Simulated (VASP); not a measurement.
# In2GeS2 (P-3m1) in VASP: single point with PBE

Aim: the single point of In2GeS2 with PBE.

Everything below comes from runs of VASP 6.6.1. Logs are shortened: lines on timing, memory, paths and dates and some standing lists are left out, and cuts for length are marked.

**1. The cell of the first run**

It takes space group P-3m1 (No. 164, trigonal). Conventional cell: a = 3.911 Å, b = 3.911 Å, c = 9.334 Å, α = 90.00°, β = 90.00°, γ = 120.00°. In (site symmetry 3m) has 3 S at 2.85 Å and 9 In at 3.57 to 3.91 Å and 3 Ge at 3.99 Å within 4.0 Å. Within 3.6 Å of Ge (site symmetry -3m) lie 6 S at 2.73 Å. S (site symmetry 3m) has 3 Ge at 2.73 Å and 3 In at 2.85 Å within 3.6 Å.

**2. Single point, PBE**

POSCAR reads:

```
In2GeS2
1.0
    3.9111617785      0.0000000000      0.0000000000
   -1.9555808893      3.3871654585      0.0000000000
    0.0000000000      0.0000000000      9.3336299706
In Ge S
2 1 2
Direct
    0.6666666667      0.3333333333      0.3520159801
    0.3333333333      0.6666666667      0.6479840199
    0.0000000000      0.0000000000      0.0000000000
    0.6666666667      0.3333333333      0.8349628514
    0.3333333333      0.6666666667      0.1650371486
```

INCAR.step1 reads:

```
ALGO     = Normal         # electronic algorithm
EDIFF    = 1E-7           # SCF threshold, eV
ENCUT    = 520            # plane-wave cutoff, eV
GGA      = PE             # functional
ISIF     = 2              # what is computed and relaxed
ISMEAR   = 0              # smearing method
LASPH    = T              # aspherical terms in the spheres
LCHARG   = T              # write CHGCAR
LREAL    = F              # projectors in reciprocal space
LWAVE    = F              # write WAVECAR
NBANDS   = 34             # bands
NELM     = 100            # most SCF steps
PREC     = Accurate       # precision mode
SIGMA    = 0.1            # smearing width, eV
```

KPOINTS.step1 reads:

```
k-points
0
Gamma
  12 12 4
```

INCAR.step2 reads:

```
ALGO     = Normal         # electronic algorithm
EDIFF    = 1E-7           # SCF threshold, eV
ENCUT    = 520            # plane-wave cutoff, eV
GGA      = PE             # functional
ICHARG   = 11             # starting density
ISIF     = 2              # what is computed and relaxed
ISMEAR   = -5             # smearing method
LASPH    = T              # aspherical terms in the spheres
LCHARG   = F              # write CHGCAR
LORBIT   = 10             # projections on sites
LREAL    = F              # projectors in reciprocal space
LWAVE    = F              # write WAVECAR
NEDOS    = 1001           # points of the DOS
NELM     = 100            # most SCF steps
PREC     = Accurate       # precision mode
SIGMA    = 0.1            # smearing width, eV
```

KPOINTS.step2 reads:

```
k-points
0
Gamma
  18 18 6
```

Potentials or basis: VASP PAW PBE potentials, release 64 (In_d, Ge_d, S).

Run with:

```console
$ cat potpaw_PBE.64/In_d/POTCAR potpaw_PBE.64/Ge_d/POTCAR potpaw_PBE.64/S/POTCAR > POTCAR
$ cp INCAR.step1 INCAR
$ cp KPOINTS.step1 KPOINTS
$ mpirun -np 1 vasp_std > vasp.out
$ cp INCAR.step2 INCAR
$ cp KPOINTS.step2 KPOINTS
$ mpirun -np 1 vasp_std > vasp.out
```

OUTCAR:

```text
EDIFF = 1E-7
   ENCUT = 520
   GGA = PE
   ICHARG = 11
   ISIF = 2
   ISMEAR = -5
   LASPH = T
   LORBIT = 10
   LREAL = F
   NELM = 100
   PREC = Accurate

 ion  position               nearest neighbor table
   1  0.667  0.333  0.352-   5 2.85   5 2.85   5 2.85   2 3.57   2 3.57   2 3.57
   2  0.333  0.667  0.648-   4 2.85   4 2.85   4 2.85   1 3.57   1 3.57   1 3.57
   3  0.000  0.000  0.000-   4 2.73   5 2.73   4 2.73   5 2.73   4 2.73   5 2.73
   4  0.667  0.333  0.835-   3 2.73   3 2.73   3 2.73   2 2.85   2 2.85   2 2.85
   5  0.333  0.667  0.165-   3 2.73   3 2.73   3 2.73   1 2.85   1 2.85   1 2.85

  LATTYP: Found a hexagonal cell.
 ALAT       =     3.9111617785
 C/A-ratio  =     2.3864085658

  Lattice vectors:

 A1 = (   3.9111617785,   0.0000000000,   0.0000000000)
 A2 = (  -1.9555808893,   3.3871654585,   0.0000000000)
 A3 = (   0.0000000000,   0.0000000000,   9.3336299706)

Analysis of symmetry for initial positions (statically):
=====================================================================
 Subroutine PRICEL returns:
 Original cell was already a primitive cell.

 Routine SETGRP: Setting up the symmetry group for a
 hexagonal supercell.

 Subroutine GETGRP returns: Found 12 space group operations
 (whereof 12 operations were pure point group operations)
 out of a pool of 24 trial point group operations.

The static configuration has the point symmetry D_3d.

Analysis of symmetry for dynamics (positions and initial velocities):
=====================================================================
 Subroutine PRICEL returns:
 Original cell was already a primitive cell.

 Routine SETGRP: Setting up the symmetry group for a
 hexagonal supercell.

 Subroutine GETGRP returns: Found 12 space group operations
 (whereof 12 operations were pure point group operations)
 out of a pool of 24 trial point group operations.

The dynamic configuration has the point symmetry D_3d.

 Subroutine INISYM returns: Found 12 space group operations
 (whereof 12 operations are pure point group operations),
 and found     1 'primitive' translations

----------------------------------------------------------------------------------------

                                     Primitive cell

  volume of cell :     123.6496

  direct lattice vectors                    reciprocal lattice vectors
     3.911161778  0.000000000  0.000000000     0.255678506  0.147616054  0.000000000
    -1.955580889  3.387165459  0.000000000     0.000000000  0.295232108  0.000000000
     0.000000000  0.000000000  9.333629971     0.000000000  0.000000000  0.107139452

  length of vectors
     3.911161778  3.911161779  9.333629971     0.295232108  0.295232108  0.107139452

  position of ions in fractional coordinates (direct lattice)
     0.666666667  0.333333333  0.352015980
     0.333333333  0.666666667  0.647984020
     0.000000000  0.000000000  0.000000000
     0.666666667  0.333333333  0.834962851
     0.333333333  0.666666667  0.165037149

  ion indices of the primitive-cell ions
   primitive index   ion index
                 1           1
                 2           2
                 3           3
                 4           4
                 5           5

----------------------------------------------------------------------------------------

 KPOINTS: k-points

Automatic generation of k-mesh.
 Grid dimensions read from file:
 generate k-points for:   18   18    6

 Generating k-lattice:

  Cartesian coordinates                     Fractional coordinates (reciprocal lattice)
     0.014204361  0.008200892  0.000000000     0.055555556 -0.000000000  0.000000000
     0.000000000  0.016401784  0.000000000     0.000000000  0.055555556  0.000000000
     0.000000000  0.000000000  0.017856575     0.000000000  0.000000000  0.166666667

  Length of vectors
     0.016401784  0.016401784  0.017856575

  Shift w.r.t. Gamma in fractional coordinates (k-lattice)
     0.000000000  0.000000000  0.000000000

 TETIRR: Found   2825 inequivalent tetrahedra from    11664

 Subroutine IBZKPT returns following result:
 ===========================================

 Found    202 irreducible k-points:

 Following reciprocal coordinates:
            Coordinates               Weight
  0.000000  0.000000  0.000000      1.000000
  0.055556 -0.000000  0.000000      6.000000
  0.111111 -0.000000  0.000000      6.000000
  0.166667  0.000000  0.000000      6.000000
  0.222222 -0.000000  0.000000      6.000000
  0.277778  0.000000  0.000000      6.000000
[... 16 lines left out ...]
  0.333333  0.111111  0.000000     12.000000
  0.388889  0.111111  0.000000     12.000000
 [... further k-points ...]
   k-points           NKPTS =    202   k-points in BZ     NKDIM =    202   number of bands    NBANDS=     31
   number of dos      NEDOS =   1001   number of ions     NIONS =      5
   total plane-waves  NPLWV =  63000
   dimension x,y,z NGX =    30 NGY =   30 NGZ =   70
   dimension x,y,z NGXF=    60 NGYF=   60 NGZF=  140
   ions per type =               2   1   2
   NGX,Y,Z   is equivalent  to a cutoff of  12.75, 12.75, 12.47 a.u.
   NGXF,Y,Z  is equivalent  to a cutoff of  25.50, 25.50, 24.94 a.u.
 SYSTEM =  unknown system
   PREC   = accura    normal or accurate (medium, high low for compatibility)
   ISTART =      0    job   : 0-new  1-cont  2-samecut
   ICHARG =     11    charge: 1-file 2-atom 10-const
   ISPIN  =      1    spin polarized calculation?
   LNONCOLLINEAR =      F non collinear calculations
   LSORBIT =      F    spin-orbit coupling
   LASPH  =      T    aspherical Exc in radial PAW
   ENCUT  =  520.0 eV  38.22 Ry    6.18 a.u.   7.27  7.27 17.35*2*pi/ulx,y,z
   NELM   =    100;   NELMIN=  2; NELMDL=  0     # of ELM steps
   EDIFF  = 0.1E-06   stopping-criterion for ELM
   LREAL  =      F    real-space projection
   EDIFFG = 0.1E-05   stopping-criterion for IOM
   NSW    =      0    number of steps for IOM
   IBRION =     -1    ionic relax: 0-MD 1-quasi-New 2-CG
   NFREE  =      0    steps in history (QN), initial steepest desc. (CG)
   ISIF   =      2    stress and relaxation
   ISYM   =      2    0-nonsym 1-usesym 2-fastsym
   POTIM  = 0.5000    time-step for ionic-motion
   TEBEG  =    0.0;   TEEND  =   0.0 temperature during run
   PSTRESS=    0.0 pullay stress
   NELECT =      52.0000    total number of electrons
   NUPDOWN=      -1.0000    fix difference up-down
   EMIN   =  10.00;   EMAX   =-10.00  energy-range for DOS
   EFERMI =   0.00;   METHOD = LEGACY
   ISMEAR =    -5;   SIGMA  =   0.10  broadening in eV -4-tet -1-fermi 0-gaus
   EFERMI_NEDOS =   21; number of points for ismear=-14 and -15
   IALGO  =     38    algorithm
   IMIX   =      4    mixing-type and parameters
     AMIX     =   0.40;   BMIX     =  1.00
     AMIX_MAG =   1.60;   BMIX_MAG =  1.00
  volume/ion in A,a.u.               =      24.73       166.89
  Fermi-wavevector in a.u.,A,eV,Ry     =   1.226531  2.317807 20.468293  1.504377
  Thomas-Fermi vector in A             =   2.361528
   LORBIT       =     10    0 simple, 1 ext, 2 COOP (PROOUT), +10 PAW based schemes
   GGA     = PE    functional components
   LHFCALC =     F    Hartree Fock is set to
   AEXX    =    0.0000 exact exchange contribution
   IVDW    =     0    specifies the selected vdW correction
   LEPSILON=     F    determine dielectric tensor
   LRPA    =     F    only Hartree local field effects (RPA)
 non-spin polarized calculation
 Fermi weights with tetrahedron method with Bloechl corrections
  energy-cutoff  :      520.00
  volume of cell :      123.65
 maximum number of plane-waves:      3365
 NGX is ok and might be reduce to    30

 number of electron      51.9999993 magnetization

 Free energy of the ion-electron system (eV)
  ---------------------------------------------------
  ext. energy  EPLUGINS =         0.00000000
  ---------------------------------------------------
  free energy    TOTEN  =       -19.11369377 eV

  energy without entropy =      -19.11369377  energy(sigma->0) =      -19.11369377

 E-fermi :   5.7435     XC(G=0):  -9.6364

 val. band max:        5.7704958134   @ k =   0.0000   0.0556   0.3333
 cond. band min:       5.6907234317   @ k =   0.0000   0.4444   0.3333
 fundamental gap:     -0.0797723817
 Fermi energy:         5.7435416722

 k-point     1 :       0.0000    0.0000    0.0000
  band No.  band energies     occupation
      1     -19.4232      2.00000
      2     -19.4232      2.00000
      3     -19.4221      2.00000
      4     -19.4174      2.00000
      5     -19.4174      2.00000
      6      -8.8972      2.00000
[... 23 lines left out ...]
     30       8.5437      0.00000
     31      10.3974      0.00000

 k-point     2 :       0.0556   -0.0000    0.0000
  band No.  band energies     occupation
      1     -19.4233      2.00000
      2     -19.4231      2.00000
      3     -19.4220      2.00000
      4     -19.4174      2.00000
      5     -19.4173      2.00000
      6      -8.9062      2.00000
[... 23 lines left out ...]
     30       8.9503      0.00000
     31      10.0904      0.00000

 k-point     3 :       0.1111   -0.0000    0.0000
  band No.  band energies     occupation
      1     -19.4238      2.00000
      2     -19.4229      2.00000
      3     -19.4216      2.00000
      4     -19.4175      2.00000
      5     -19.4169      2.00000
      6      -8.9272      2.00000
[... 23 lines left out ...]
     30       9.3819      0.00000
     31       9.6872      0.00000

 k-point     4 :       0.1667    0.0000    0.0000
  band No.  band energies     occupation
      1     -19.4245      2.00000
      2     -19.4227      2.00000
      3     -19.4212      2.00000
      4     -19.4176      2.00000
      5     -19.4164      2.00000
      6      -8.9519      2.00000
[... 23 lines left out ...]
     30       9.1304      0.00000
     31       9.9001      0.00000

 k-point     5 :       0.2222   -0.0000    0.0000
  band No.  band energies     occupation
      1     -19.4255      2.00000
      2     -19.4225      2.00000
      3     -19.4207      2.00000
      4     -19.4175      2.00000
      5     -19.4156      2.00000
      6      -8.9759      2.00000
[... 23 lines left out ...]
     30       9.0846      0.00000
     31       9.4164      0.00000
[... 542 lines left out ...]
     30       8.6155      0.00000
     31       8.9486      0.00000

 k-point    22 :       0.2778    0.1111    0.0000
  band No.  band energies     occupation
      1     -19.4272      2.00000
      2     -19.4228      2.00000
      3     -19.4199      2.00000
      4     -19.4171      2.00000
      5     -19.4137      2.00000
      6      -9.0106      2.00000
[... 23 lines left out ...]
     30       8.7876      0.00000
     31       9.2084      0.00000

 k-point    23 :       0.3333    0.1111    0.0000
  band No.  band energies     occupation
      1     -19.4278      2.00000
      2     -19.4229      2.00000
      3     -19.4200      2.00000
      4     -19.4166      2.00000
      5     -19.4131      2.00000
      6      -9.0227      2.00000
[... 23 lines left out ...]
     30       8.8512      0.00000
     31       9.2151      0.00000

 k-point    24 :       0.3889    0.1111    0.0000
  band No.  band energies     occupation
      1     -19.4282      2.00000
      2     -19.4229      2.00000
      3     -19.4200      2.00000
      4     -19.4162      2.00000
      5     -19.4128      2.00000
      6      -9.0306      2.00000
[... 23 lines left out ...]
     30       8.7719      0.00000
     31       9.2908      0.00000

 [... further k-points ...]

------------------------ aborting loop because EDIFF is reached ----------------------------------------

  FORCE on cell =-STRESS in cart. coord.  units (eV):
  Direction    XX          YY          ZZ          XY          YZ          ZX
  --------------------------------------------------------------------------------------
  -------------------------------------------------------------------------------------
  Total        0.1460805      0.1460805      0.1224311     -0.0000000      0.0000000      0.0000000
  in kB        1.8928238      1.8928238      1.5863891     -0.0000000      0.0000000      0.0000000
  external PRESSURE =       1.7906789 kB  Pullay stress =       0.0000000 kB

 VOLUME and BASIS-vectors are now :
 -----------------------------------------------------------------------------
  energy-cutoff  :      520.00
  volume of cell :      123.65
      direct lattice vectors                 reciprocal lattice vectors
     3.911161778  0.000000000  0.000000000     0.255678506  0.147616054  0.000000000
    -1.955580889  3.387165459  0.000000000     0.000000000  0.295232108  0.000000000
     0.000000000  0.000000000  9.333629971     0.000000000  0.000000000  0.107139452

 POSITION                                       TOTAL-FORCE (eV/Angst)
 -----------------------------------------------------------------------------------
      1.95558      1.12906      3.28559        -0.000000      0.000000     -0.008789
     -0.00000      2.25811      6.04804        -0.000000     -0.000000      0.008789
      0.00000      0.00000      0.00000         0.000000      0.000000      0.000000
      1.95558      1.12906      7.79323        -0.000000      0.000000      0.009750
     -0.00000      2.25811      1.54040         0.000000     -0.000000     -0.009750
 -----------------------------------------------------------------------------------
    total drift:                               -0.000000      0.000000     -0.000000

  FREE ENERGIE OF THE ION-ELECTRON SYSTEM (eV)
  ---------------------------------------------------
  free  energy   TOTEN  =       -19.1136937702 eV

  energy  without entropy=      -19.1136937702  energy(sigma->0) =      -19.11369377

 total charge

# of ion       s       p       d       tot
------------------------------------------
    1        1.067   0.340   9.858  11.265
    2        1.067   0.340   9.858  11.265
    3        1.372   0.647  10.027  12.047
    4        1.357   2.314   0.000   3.671
    5        1.357   2.314   0.000   3.671
--------------------------------------------------
tot          6.220   5.955  29.744  41.919
```

Wall time 9.5 min (1 thread of AMD EPYC 9R45 (Zen 5), shared host); peak memory 0.74 GiB.

What came out:

```
Valence electrons inside the program's atomic spheres : In 11.27; Ge 12.05; S 3.67
```

Caveat: spin-orbit coupling is left out, which moves the levels of the heavy elements; tetrahedron occupations give inexact forces and stress in metals.
